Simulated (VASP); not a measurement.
# C (P1) in VASP: single point with PBE

Aim: the single point of C with PBE.

Program: VASP 6.6.1. These are calculated values, not measurements. Logs are shortened: lines on timing, memory, paths and dates and some standing lists are left out, and cuts for length are marked.

**1. The cell of the first run**

The typed cell holds 4 atoms: a = 2.525 Å, b = 2.525 Å, c = 4.374 Å, α = 73.22°, β = 73.22°, γ = 60.00°.

**2. Single point, PBE**

INCAR reads:

```
SYSTEM = C
  ALGO = Normal
  EDIFF = 1E-6
  ENCUT = 600
  GGA = PE
  GGA_COMPAT = .False.
  ISIF = 2
  ISMEAR = 0
  LASPH = .True.
  LCHARG = .False.
  LREAL = .False.
  LWAVE = .False.
  NBANDS = 16
  NELM = 120
  PREC = Accurate
  SIGMA = 0.05
```

KPOINTS reads:

```
k-points
0
Gamma
  12 12 10
  0 0 0
```

POSCAR reads:

```
C
1.0
    0.0000000000     -1.7857375320     -1.7857375320
   -1.7857375320      0.0000000000     -1.7857375320
    1.7857375320      1.7857375320     -3.5714750640
C
4
Direct
    0.7733163410      0.7175627572      0.7370956223
    0.2266836590      0.2824372428      0.2629043777
    0.4196269341      0.4267643347      0.8374196895
    0.8303730659      0.8232356653      0.4125803105
```

Potentials or basis: VASP PAW PBE potentials, release 64 (C).

On the command line:

```console
$ cat potpaw_PBE.64/C/POTCAR > POTCAR
$ mpirun -np 1 vasp_std > vasp.out
```

OUTCAR:

```text
SYSTEM = C
   EDIFF = 1E-6
   ENCUT = 600
   GGA = PE
   ISIF = 2
   ISMEAR = 0
   LASPH = .True.
   LREAL = .False.
   NELM = 120
   PREC = Accurate

 ion  position               nearest neighbor table
   1  0.773  0.718  0.737-   3 1.33   4 1.34   3 1.56   3 1.68
   2  0.227  0.282  0.263-   4 1.44   4 1.57   3 1.76   4 1.77
   3  0.420  0.427  0.837-   1 1.33   1 1.56   1 1.68   2 1.76
   4  0.830  0.823  0.413-   1 1.34   2 1.44   2 1.57   2 1.77

  LATTYP: Found a trigonal (rhomboedric) cell.
 ALAT       =     4.3741457679
 COS(alpha) =     0.8333333333

  Lattice vectors:

 A1 = (   1.7857375320,   3.5714750640,  -1.7857375320)
 A2 = (   3.5714750640,   1.7857375320,  -1.7857375320)
 A3 = (   1.7857375320,   1.7857375320,  -3.5714750640)

Analysis of symmetry for initial positions (statically):
=====================================================================
 Subroutine PRICEL returns:
 Original cell was already a primitive cell.

 Routine SETGRP: Setting up the symmetry group for a
 trigonal (rhombohedral) supercell.

 Subroutine GETGRP returns: Found  1 space group operations
 (whereof  1 operations were pure point group operations)
 out of a pool of 12 trial point group operations.

The static configuration has the point symmetry C_1 .

Analysis of symmetry for dynamics (positions and initial velocities):
=====================================================================
 Subroutine PRICEL returns:
 Original cell was already a primitive cell.

 Routine SETGRP: Setting up the symmetry group for a
 trigonal (rhombohedral) supercell.

 Subroutine GETGRP returns: Found  1 space group operations
 (whereof  1 operations were pure point group operations)
 out of a pool of 12 trial point group operations.

The dynamic configuration has the point symmetry C_1 .

 Subroutine INISYM returns: Found  1 space group operations
 (whereof  1 operations are pure point group operations),
 and found     1 'primitive' translations

----------------------------------------------------------------------------------------

                                     Primitive cell

  volume of cell :      22.7779

  direct lattice vectors                    reciprocal lattice vectors
     0.000000000 -1.785737532 -1.785737532     0.139998178 -0.419994533 -0.139998178
    -1.785737532  0.000000000 -1.785737532    -0.419994533  0.139998178 -0.139998178
     1.785737532  1.785737532 -3.571475064     0.139998178  0.139998178 -0.139998178

  length of vectors
     2.525414237  2.525414237  4.374145768     0.464321426  0.464321426  0.242483956

  position of ions in fractional coordinates (direct lattice)
     0.773316341  0.717562757  0.737095622
     0.226683659  0.282437243  0.262904378
     0.419626934  0.426764335  0.837419690
     0.830373066  0.823235665  0.412580310

  ion indices of the primitive-cell ions
   primitive index   ion index
                 1           1
                 2           2
                 3           3
                 4           4

----------------------------------------------------------------------------------------

 KPOINTS: k-points

Automatic generation of k-mesh.
 Grid dimensions read from file:
 generate k-points for:   12   12   10

 Generating k-lattice:

  Cartesian coordinates                     Fractional coordinates (reciprocal lattice)
     0.011666515 -0.034999544 -0.011666515     0.083333333  0.000000000 -0.000000000
    -0.034999544  0.011666515 -0.011666515     0.000000000  0.083333333 -0.000000000
     0.013999818  0.013999818 -0.013999818     0.000000000  0.000000000  0.100000000

  Length of vectors
     0.038693452  0.038693452  0.024248396

  Shift w.r.t. Gamma in fractional coordinates (k-lattice)
     0.000000000  0.000000000  0.000000000

 -----------------------------------------------------------------------------
|                                                                             |
|           W    W    AA    RRRRR   N    N  II  N    N   GGGG   !!!           |
|           W    W   A  A   R    R  NN   N  II  NN   N  G    G  !!!           |
|           W    W  A    A  R    R  N N  N  II  N N  N  G       !!!           |
|           W WW W  AAAAAA  RRRRR   N  N N  II  N  N N  G  GGG   !            |
|           WW  WW  A    A  R   R   N   NN  II  N   NN  G    G                |
|           W    W  A    A  R    R  N    N  II  N    N   GGGG   !!!           |
|                                                                             |
|     Your reciprocal lattice and k-lattice belong to different lattice       |
|     classes:                                                                |
|                                                                             |
|        The reciprocal lattice is rhombohedral (trigonal),                   |
|        whereas your k-lattice is base-centered monoclinic.                  |
|                                                                             |
|     Results are often still useful ...                                      |
|                                                                             |
 -----------------------------------------------------------------------------

 WARNING: IBZKPT: internal override: KBLOWUP is changed to .FALSE.
      ... skipping the blow-up phase ...

 Subroutine IBZKPT returns following result:
 ===========================================

 Found    724 irreducible k-points:

 Following reciprocal coordinates:
            Coordinates               Weight
  0.000000  0.000000  0.000000      1.000000
  0.083333  0.000000  0.000000      2.000000
  0.166667  0.000000 -0.000000      2.000000
  0.250000  0.000000 -0.000000      2.000000
  0.333333  0.000000 -0.000000      2.000000
  0.416667  0.000000  0.000000      2.000000
[... 16 lines left out ...]
  0.250000  0.166667  0.000000      2.000000
  0.333333  0.166667 -0.000000      2.000000
 [... further k-points ...]
   k-points           NKPTS =    724   k-points in BZ     NKDIM =    724   number of bands    NBANDS=     16
   number of dos      NEDOS =    301   number of ions     NIONS =      4
   total plane-waves  NPLWV =  14400
   dimension x,y,z NGX =    20 NGY =   20 NGZ =   36
   dimension x,y,z NGXF=    40 NGYF=   40 NGZF=   72
   ions per type =               4
   NGX,Y,Z   is equivalent  to a cutoff of  13.17, 13.17, 13.68 a.u.
   NGXF,Y,Z  is equivalent  to a cutoff of  26.33, 26.33, 27.36 a.u.
 SYSTEM =  C
   PREC   = accura    normal or accurate (medium, high low for compatibility)
   ISTART =      0    job   : 0-new  1-cont  2-samecut
   ICHARG =      2    charge: 1-file 2-atom 10-const
   ISPIN  =      1    spin polarized calculation?
   LNONCOLLINEAR =      F non collinear calculations
   LSORBIT =      F    spin-orbit coupling
   LASPH  =      T    aspherical Exc in radial PAW
   ENCUT  =  600.0 eV  44.10 Ry    6.64 a.u.   5.04  5.04  8.74*2*pi/ulx,y,z
   NELM   =    120;   NELMIN=  2; NELMDL= -5     # of ELM steps
   EDIFF  = 0.1E-05   stopping-criterion for ELM
   LREAL  =      F    real-space projection
   EDIFFG = 0.1E-04   stopping-criterion for IOM
   NSW    =      0    number of steps for IOM
   IBRION =     -1    ionic relax: 0-MD 1-quasi-New 2-CG
   NFREE  =      0    steps in history (QN), initial steepest desc. (CG)
   ISIF   =      2    stress and relaxation
   ISYM   =      2    0-nonsym 1-usesym 2-fastsym
   POTIM  = 0.5000    time-step for ionic-motion
   TEBEG  =    0.0;   TEEND  =   0.0 temperature during run
   PSTRESS=    0.0 pullay stress
   NELECT =      16.0000    total number of electrons
   NUPDOWN=      -1.0000    fix difference up-down
   EMIN   =  10.00;   EMAX   =-10.00  energy-range for DOS
   EFERMI =   0.00;   METHOD = LEGACY
   ISMEAR =     0;   SIGMA  =   0.05  broadening in eV -4-tet -1-fermi 0-gaus
   EFERMI_NEDOS =   21; number of points for ismear=-14 and -15
   IALGO  =     38    algorithm
   IMIX   =      4    mixing-type and parameters
     AMIX     =   0.40;   BMIX     =  1.00
     AMIX_MAG =   1.60;   BMIX_MAG =  1.00
  volume/ion in A,a.u.               =       5.69        38.43
  Fermi-wavevector in a.u.,A,eV,Ry     =   1.455271  2.750063 28.814604  2.117814
  Thomas-Fermi vector in A             =   2.572325
   LORBIT       =      0    0 simple, 1 ext, 2 COOP (PROOUT), +10 PAW based schemes
   GGA     = PE    functional components
   LHFCALC =     F    Hartree Fock is set to
   AEXX    =    0.0000 exact exchange contribution
   IVDW    =     0    specifies the selected vdW correction
   LEPSILON=     F    determine dielectric tensor
   LRPA    =     F    only Hartree local field effects (RPA)
 non-spin polarized calculation
 Gauss-broadening in eV      SIGMA  =   0.05
  energy-cutoff  :      600.00
  volume of cell :       22.78
 maximum number of plane-waves:       780
   NGX = 11   NGY = 11   NGZ = 17

 number of electron      16.0000000 magnetization

 Free energy of the ion-electron system (eV)
  ---------------------------------------------------
  ext. energy  EPLUGINS =         0.00000000
  ---------------------------------------------------
  free energy    TOTEN  =       -33.39914163 eV

  energy without entropy =      -33.39914163  energy(sigma->0) =      -33.39914163

 E-fermi :  11.8336     XC(G=0): -13.2003

 val. band max:       11.6832319395   @ k =   0.0000   0.0000   0.0000
 cond. band min:      11.9893851665   @ k =  -0.4167   0.0000   0.4000
 fundamental gap:      0.3061532270
 Fermi energy:        11.8336197363

 k-point     1 :       0.0000    0.0000    0.0000
  band No.  band energies     occupation
      1     -12.4461      2.00000
      2      -6.1169      2.00000
      3      -3.7301      2.00000
      4       4.4662      2.00000
      5       6.2155      2.00000
      6       9.3336      2.00000
[... 8 lines left out ...]
     15      21.8995      0.00000
     16      26.0580      0.00000
[... 419 lines left out ...]
 k-point    24 :       0.3333    0.1667   -0.0000
  band No.  band energies     occupation
      1     -10.3710      2.00000
      2      -5.4156      2.00000
      3      -1.0270      2.00000
      4       0.3434      2.00000
      5       2.9307      2.00000
      6       4.7638      2.00000
[... 8 lines left out ...]
     15      24.2602      0.00000
     16      25.3649      0.00000

 [... further k-points ...]

------------------------ aborting loop because EDIFF is reached ----------------------------------------

  FORCE on cell =-STRESS in cart. coord.  units (eV):
  Direction    XX          YY          ZZ          XY          YZ          ZX
  --------------------------------------------------------------------------------------
  -------------------------------------------------------------------------------------
  Total        4.3978773      5.2816767      5.5755367      3.8732419     -0.8083956      0.0197085
  in kB      309.3433760    371.5091575    392.1790499    272.4409180    -56.8619364      1.3862792
  external PRESSURE =     357.6771945 kB  Pullay stress =       0.0000000 kB

 VOLUME and BASIS-vectors are now :
 -----------------------------------------------------------------------------
  energy-cutoff  :      600.00
  volume of cell :       22.78
      direct lattice vectors                 reciprocal lattice vectors
     0.000000000 -1.785737532 -1.785737532     0.139998178 -0.419994533 -0.139998178
    -1.785737532  0.000000000 -1.785737532    -0.419994533  0.139998178 -0.139998178
     1.785737532  1.785737532 -3.571475064     0.139998178  0.139998178 -0.139998178

 POSITION                                       TOTAL-FORCE (eV/Angst)
 -----------------------------------------------------------------------------------
      0.03488     -0.06468     -5.29484        -2.843952     -0.621897     -8.818111
     -0.03488      0.06468     -1.84811         2.893159     -1.706601      3.238360
      0.73332      0.74607     -4.50226         9.427017      7.984741      3.090636
     -0.73332     -0.74607     -4.42643        -9.476225     -5.656243      2.489115
 -----------------------------------------------------------------------------------
    total drift:                                0.000008      0.000067     -0.000013

  FREE ENERGIE OF THE ION-ELECTRON SYSTEM (eV)
  ---------------------------------------------------
  free  energy   TOTEN  =       -33.3991416326 eV

  energy  without entropy=      -33.3991416279  energy(sigma->0) =      -33.39914163
```

Run time: 6.3 min. Hardware: 1 thread of Oxide Virtual Turin-like, shared host; peak memory 0.29 GiB.

What came out:

```yaml
Free_energy: -33.3991 eV
Pressure: 35.8 GPa
Largest_force: 12.735 eV/Å
Band_gap_on_the_k_mesh: 0.31 eV (least direct gap 1.17 eV)
```

Forces in eV/Å, atoms in the order of the input:
```
C   -2.844 -0.622 -8.818
C    2.893 -1.707  3.238
C    9.427  7.985  3.091
C   -9.476 -5.656  2.489
```

Levels at points of the mesh, in eV from the valence-band top:
```tsv
k point	band 6	band 7	band 8	band 9	band 10	band 11
(0.00, 0.00, 0.00)	-2.35	-1.18	0.00	1.17	1.76	2.96
(0.50, 0.00, 0.00)	-8.42	-7.21	-5.03	1.08	3.19	6.92
(0.00, 0.50, 0.00)	-8.99	-7.10	-5.25	1.64	4.54	6.72
(0.50, 0.50, 0.00)	-8.33	-5.24	-4.74	1.36	2.23	6.44
(0.00, 0.00, 0.50)	-5.22	-2.03	-0.83	2.04	2.37	4.97
(0.50, 0.00, 0.50)	-8.49	-4.49	-3.74	0.41	2.05	4.69
(0.00, 0.50, 0.50)	-8.91	-4.66	-4.17	1.12	2.29	5.75
(0.50, 0.50, 0.50)	-8.04	-7.41	-6.03	2.61	4.66	6.32
```

Caveat: the stress differs along the axes, from 31 to 39 GPa; semilocal functionals underestimate gaps, and a narrow one can read as zero; forces of over 1 eV/Å act on the atoms, so gaps and moduli don't describe the material at rest.
